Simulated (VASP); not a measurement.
# NbRu (P4/mmm) in VASP: single point with LDA

Aim: the single point of NbRu with LDA.

Program: VASP 6.6.1. These are calculated values, not measurements. Logs are shortened: lines on timing, memory, paths and dates and some standing lists are left out, and cuts for length are marked.

## Step 1: The cell of the first run

It takes space group P4/mmm (No. 123, tetragonal). Conventional cell: a = 3.000 Å, b = 3.000 Å, c = 3.380 Å, α = 90.00°, β = 90.00°, γ = 90.00°. Within 3.6 Å of Nb (site symmetry 4/mmm) lie 8 Ru at 2.71 Å and 6 Nb at 3.00 to 3.38 Å. Ru (site symmetry 4/mmm) has 8 Nb at 2.71 Å and 6 Ru at 3.00 to 3.38 Å within 3.6 Å.

## Step 2: Single point, LDA

INCAR

```
SYSTEM = NbRu
PREC = Accurate
ENCUT = 520
EDIFF = 1E-7
ISMEAR = 0
SIGMA = 0.15
LREAL = .FALSE.
LASPH = .TRUE.
NELM = 80
ALGO = Fast
ISIF = 2
LWAVE = .FALSE.
LCHARG = .TRUE.
GGA = CA
LELF = .TRUE.
LVHAR = .TRUE.
NBANDS = 20
```

KPOINTS

```
regular mesh
0
G
  18 18 16
  0 0 0
```

POSCAR

```
NbRu
1.0
    3.0000000000      0.0000000000      0.0000000000
    0.0000000000      3.0000000000      0.0000000000
    0.0000000000      0.0000000000      3.3800000000
Nb Ru
1 1
Direct
    0.0000000000      0.0000000000      0.0000000000
    0.5000000000      0.5000000000      0.5000000000
```

Potentials or basis: VASP PAW LDA potentials, release 64 (Nb_sv, Ru_pv).

The run is started by

```console
$ cat potpaw_LDA.64/Nb_sv/POTCAR potpaw_LDA.64/Ru_pv/POTCAR > POTCAR
$ mpirun -np 1 vasp_std > vasp.out
```

OUTCAR:

```text
SYSTEM = NbRu
   PREC = Accurate
   ENCUT = 520
   EDIFF = 1E-7
   ISMEAR = 0
   LREAL = .FALSE.
   LASPH = .TRUE.
   NELM = 80
   ISIF = 2
   GGA = CA

 ion  position               nearest neighbor table
   1  0.000  0.000  0.000-   2 2.71   2 2.71   2 2.71   2 2.71   2 2.71   2 2.71   2 2.71   2 2.71

   2  0.500  0.500  0.500-   1 2.71   1 2.71   1 2.71   1 2.71   1 2.71   1 2.71   1 2.71   1 2.71

  LATTYP: Found a simple tetragonal cell.
 ALAT       =     3.0000000000
 C/A-ratio  =     1.1266666667

  Lattice vectors:

 A1 = (   3.0000000000,   0.0000000000,   0.0000000000)
 A2 = (   0.0000000000,   3.0000000000,   0.0000000000)
 A3 = (   0.0000000000,   0.0000000000,   3.3800000000)

Analysis of symmetry for initial positions (statically):
=====================================================================
 Subroutine PRICEL returns:
 Original cell was already a primitive cell.

 Routine SETGRP: Setting up the symmetry group for a
 simple tetragonal supercell.

 Subroutine GETGRP returns: Found 16 space group operations
 (whereof 16 operations were pure point group operations)
 out of a pool of 16 trial point group operations.

The static configuration has the point symmetry D_4h.

Analysis of symmetry for dynamics (positions and initial velocities):
=====================================================================
 Subroutine PRICEL returns:
 Original cell was already a primitive cell.

 Routine SETGRP: Setting up the symmetry group for a
 simple tetragonal supercell.

 Subroutine GETGRP returns: Found 16 space group operations
 (whereof 16 operations were pure point group operations)
 out of a pool of 16 trial point group operations.

The dynamic configuration has the point symmetry D_4h.

 Subroutine INISYM returns: Found 16 space group operations
 (whereof 16 operations are pure point group operations),
 and found     1 'primitive' translations

----------------------------------------------------------------------------------------

                                     Primitive cell

  volume of cell :      30.4200

  direct lattice vectors                    reciprocal lattice vectors
     3.000000000  0.000000000  0.000000000     0.333333333  0.000000000  0.000000000
     0.000000000  3.000000000  0.000000000     0.000000000  0.333333333  0.000000000
     0.000000000  0.000000000  3.380000000     0.000000000  0.000000000  0.295857988

  length of vectors
     3.000000000  3.000000000  3.380000000     0.333333333  0.333333333  0.295857988

  position of ions in fractional coordinates (direct lattice)
     0.000000000  0.000000000  0.000000000
     0.500000000  0.500000000  0.500000000

  ion indices of the primitive-cell ions
   primitive index   ion index
                 1           1
                 2           2

----------------------------------------------------------------------------------------

 KPOINTS: regular mesh

Automatic generation of k-mesh.
 Grid dimensions read from file:
 generate k-points for:   18   18   16

 Generating k-lattice:

  Cartesian coordinates                     Fractional coordinates (reciprocal lattice)
     0.018518519  0.000000000  0.000000000     0.055555556  0.000000000  0.000000000
     0.000000000  0.018518519  0.000000000     0.000000000  0.055555556  0.000000000
     0.000000000  0.000000000  0.018491124     0.000000000  0.000000000  0.062500000

  Length of vectors
     0.018518519  0.018518519  0.018491124

  Shift w.r.t. Gamma in fractional coordinates (k-lattice)
     0.000000000  0.000000000  0.000000000

 Subroutine IBZKPT returns following result:
 ===========================================

 Found    495 irreducible k-points:

 Following reciprocal coordinates:
            Coordinates               Weight
  0.000000  0.000000  0.000000      1.000000
  0.055556  0.000000  0.000000      4.000000
  0.111111  0.000000  0.000000      4.000000
  0.166667  0.000000  0.000000      4.000000
  0.222222  0.000000  0.000000      4.000000
  0.277778  0.000000  0.000000      4.000000
[... 16 lines left out ...]
  0.277778  0.111111  0.000000      8.000000
  0.333333  0.111111  0.000000      8.000000
 [... further k-points ...]
   k-points           NKPTS =    495   k-points in BZ     NKDIM =    495   number of bands    NBANDS=     20
   number of dos      NEDOS =    301   number of ions     NIONS =      2
   total plane-waves  NPLWV =  16128
   dimension x,y,z NGX =    24 NGY =   24 NGZ =   28
   dimension x,y,z NGXF=    48 NGYF=   48 NGZF=   56
   ions per type =               1   1
   NGX,Y,Z   is equivalent  to a cutoff of  13.30, 13.30, 13.77 a.u.
   NGXF,Y,Z  is equivalent  to a cutoff of  26.60, 26.60, 27.54 a.u.
 SYSTEM =  NbRu
   PREC   = accura    normal or accurate (medium, high low for compatibility)
   ISTART =      0    job   : 0-new  1-cont  2-samecut
   ICHARG =      2    charge: 1-file 2-atom 10-const
   ISPIN  =      1    spin polarized calculation?
   LNONCOLLINEAR =      F non collinear calculations
   LSORBIT =      F    spin-orbit coupling
   LASPH  =      T    aspherical Exc in radial PAW
   ENCUT  =  520.0 eV  38.22 Ry    6.18 a.u.   5.58  5.58  6.28*2*pi/ulx,y,z
   NELM   =     80;   NELMIN=  2; NELMDL= -5     # of ELM steps
   EDIFF  = 0.1E-06   stopping-criterion for ELM
   LREAL  =      F    real-space projection
   EDIFFG = 0.1E-05   stopping-criterion for IOM
   NSW    =      0    number of steps for IOM
   IBRION =     -1    ionic relax: 0-MD 1-quasi-New 2-CG
   NFREE  =      0    steps in history (QN), initial steepest desc. (CG)
   ISIF   =      2    stress and relaxation
   ISYM   =      2    0-nonsym 1-usesym 2-fastsym
   POTIM  = 0.5000    time-step for ionic-motion
   TEBEG  =    0.0;   TEEND  =   0.0 temperature during run
   PSTRESS=    0.0 pullay stress
   NELECT =      27.0000    total number of electrons
   NUPDOWN=      -1.0000    fix difference up-down
   EMIN   =  10.00;   EMAX   =-10.00  energy-range for DOS
   EFERMI =   0.00;   METHOD = LEGACY
   ISMEAR =     0;   SIGMA  =   0.15  broadening in eV -4-tet -1-fermi 0-gaus
   EFERMI_NEDOS =   21; number of points for ismear=-14 and -15
   IALGO  =     68    algorithm
   IMIX   =      4    mixing-type and parameters
     AMIX     =   0.40;   BMIX     =  1.00
     AMIX_MAG =   1.60;   BMIX_MAG =  1.00
  volume/ion in A,a.u.               =      15.21       102.64
  Fermi-wavevector in a.u.,A,eV,Ry     =   1.573293  2.973093 33.677844  2.475252
  Thomas-Fermi vector in A             =   2.674599
   LORBIT       =      0    0 simple, 1 ext, 2 COOP (PROOUT), +10 PAW based schemes
   GGA     = CA    functional components
   LHFCALC =     F    Hartree Fock is set to
   AEXX    =    0.0000 exact exchange contribution
   IVDW    =     0    specifies the selected vdW correction
   LEPSILON=     F    determine dielectric tensor
   LRPA    =     F    only Hartree local field effects (RPA)
 non-spin polarized calculation
 RMM-DIIS sequential band-by-band and
 Gauss-broadening in eV      SIGMA  =   0.15
  energy-cutoff  :      520.00
  volume of cell :       30.42
 maximum number of plane-waves:       836
 NGX is ok and might be reduce to    24
   NGX = 11   NGY = 11   NGZ = 13

 number of electron      27.0000001 magnetization

 Free energy of the ion-electron system (eV)
  ---------------------------------------------------
  ext. energy  EPLUGINS =         0.00000000
  ---------------------------------------------------
  free energy    TOTEN  =       -22.29294438 eV

  energy without entropy =      -22.26594457  energy(sigma->0) =      -22.27944448

 E-fermi :  12.8378     XC(G=0): -13.6587

 val. band max:       12.8367405617   @ k =   0.5000   0.0556   0.2500
 cond. band min:      12.8385944222   @ k =   0.4444   0.0000   0.2500
 fundamental gap:      0.0018538605
 Fermi energy:        12.8378225504

 k-point     1 :       0.0000    0.0000    0.0000
  band No.  band energies     occupation
      1     -42.1498      2.00000
      2     -29.8529      2.00000
      3     -29.7522      2.00000
      4     -29.7522      2.00000
      5     -18.2680      2.00000
      6     -18.0679      2.00000
[... 12 lines left out ...]
     19      19.8052      0.00000
     20      22.9142      0.00000

 k-point     2 :       0.0556    0.0000    0.0000
  band No.  band energies     occupation
      1     -42.1480      2.00000
      2     -29.8519      2.00000
      3     -29.7576      2.00000
      4     -29.7515      2.00000
      5     -18.2676      2.00000
      6     -18.0891      2.00000
[... 12 lines left out ...]
     19      20.2469      0.00000
     20      22.6870      0.00000

 k-point     3 :       0.1111    0.0000    0.0000
  band No.  band energies     occupation
      1     -42.1431      2.00000
      2     -29.8492      2.00000
      3     -29.7731      2.00000
      4     -29.7494      2.00000
      5     -18.2665      2.00000
      6     -18.1499      2.00000
[... 12 lines left out ...]
     19      21.2223      0.00000
     20      22.0628      0.00000

 k-point     4 :       0.1667    0.0000    0.0000
  band No.  band energies     occupation
      1     -42.1355      2.00000
      2     -29.8450      2.00000
      3     -29.7967      2.00000
      4     -29.7463      2.00000
      5     -18.2648      2.00000
      6     -18.2419      2.00000
[... 12 lines left out ...]
     19      21.2308      0.00000
     20      22.4023      0.00000

 k-point     5 :       0.2222    0.0000    0.0000
  band No.  band energies     occupation
      1     -42.1261      2.00000
      2     -29.8398      2.00000
      3     -29.8256      2.00000
      4     -29.7424      2.00000
      5     -18.3531      2.00000
      6     -18.2627      2.00000
[... 12 lines left out ...]
     19      20.3390      0.00000
     20      23.6756      0.00000
[... 353 lines left out ...]
      6     -18.2371      2.00000
[... 12 lines left out ...]
     19      21.9911      0.00000
     20      22.8913      0.00000

 k-point    22 :       0.2222    0.1111    0.0000
  band No.  band energies     occupation
      1     -42.1189      2.00000
      2     -29.8366      2.00000
      3     -29.8248      2.00000
      4     -29.7645      2.00000
      5     -18.3452      2.00000
      6     -18.2581      2.00000
[... 12 lines left out ...]
     19      21.0261      0.00000
     20      23.9505      0.00000

 k-point    23 :       0.2778    0.1111    0.0000
  band No.  band energies     occupation
      1     -42.1088      2.00000
      2     -29.8558      2.00000
      3     -29.8313      2.00000
      4     -29.7612      2.00000
      5     -18.4590      2.00000
      6     -18.2545      2.00000
[... 12 lines left out ...]
     19      20.0971      0.00000
     20      25.3848      0.00000

 k-point    24 :       0.3333    0.1111    0.0000
  band No.  band energies     occupation
      1     -42.0992      2.00000
      2     -29.8849      2.00000
      3     -29.8263      2.00000
      4     -29.7581      2.00000
      5     -18.5644      2.00000
      6     -18.2512      2.00000
[... 12 lines left out ...]
     19      19.3048      0.00000
     20      23.1700      0.00000

 [... further k-points ...]
[... 5 lines left out ...]
  --------------------------------------------------------------------------------------
  -------------------------------------------------------------------------------------
  Total        0.0277336      0.0277336     -0.1480868      0.0000000      0.0000000      0.0000000
  in kB        1.4606892      1.4606892     -7.7995179      0.0000000      0.0000000      0.0000000
  external PRESSURE =      -1.6260465 kB  Pullay stress =       0.0000000 kB

 VOLUME and BASIS-vectors are now :
 -----------------------------------------------------------------------------
  energy-cutoff  :      520.00
  volume of cell :       30.42
      direct lattice vectors                 reciprocal lattice vectors
     3.000000000  0.000000000  0.000000000     0.333333333  0.000000000  0.000000000
     0.000000000  3.000000000  0.000000000     0.000000000  0.333333333  0.000000000
     0.000000000  0.000000000  3.380000000     0.000000000  0.000000000  0.295857988

 POSITION                                       TOTAL-FORCE (eV/Angst)
 -----------------------------------------------------------------------------------
      0.00000      0.00000      0.00000         0.000000      0.000000      0.000000
      1.50000      1.50000      1.69000         0.000000      0.000000      0.000000
 -----------------------------------------------------------------------------------
    total drift:                                0.000000      0.000000     -0.000000

  FREE ENERGIE OF THE ION-ELECTRON SYSTEM (eV)
  ---------------------------------------------------
  free  energy   TOTEN  =       -22.2929443838 eV

  energy  without entropy=      -22.2659445721  energy(sigma->0) =      -22.27944448
```

Wall time 9 min (1 thread of Intel Xeon Platinum 8259CL at 2.50GHz (Skylake/Cascade Lake), shared host); peak memory 0.38 GiB.

What came out:

```
Free energy : -22.2929 eV
Pressure    : -0.2 GPa
```

Stress tensor (GPa, compression positive):
```
 0.15  0.00  0.00
 0.00  0.15  0.00
 0.00  0.00 -0.78
```

Levels at points of the mesh, in eV from the Fermi level:
```tsv
k point	band 10	band 11	band 12	band 13	band 14	band 15	band 16	band 17
(0.00, 0.00, 0.00)	-5.67	-2.36	-2.36	-1.34	0.24	1.72	3.84	4.06
(0.50, 0.00, 0.00)	-3.54	-2.50	-2.15	-1.83	-1.10	-0.93	0.24	1.96
(0.50, 0.50, 0.00)	-4.67	-4.67	0.53	1.31	2.19	2.19	2.88	4.40
(0.00, 0.00, 0.50)	-3.97	-2.66	-1.63	-1.63	-0.63	0.20	0.61	0.61
(0.50, 0.00, 0.50)	-3.41	-3.40	-0.89	0.76	0.77	1.20	1.39	3.68
(0.50, 0.50, 0.50)	-3.13	-3.13	-2.54	-2.54	-0.27	0.57	3.18	4.47
```
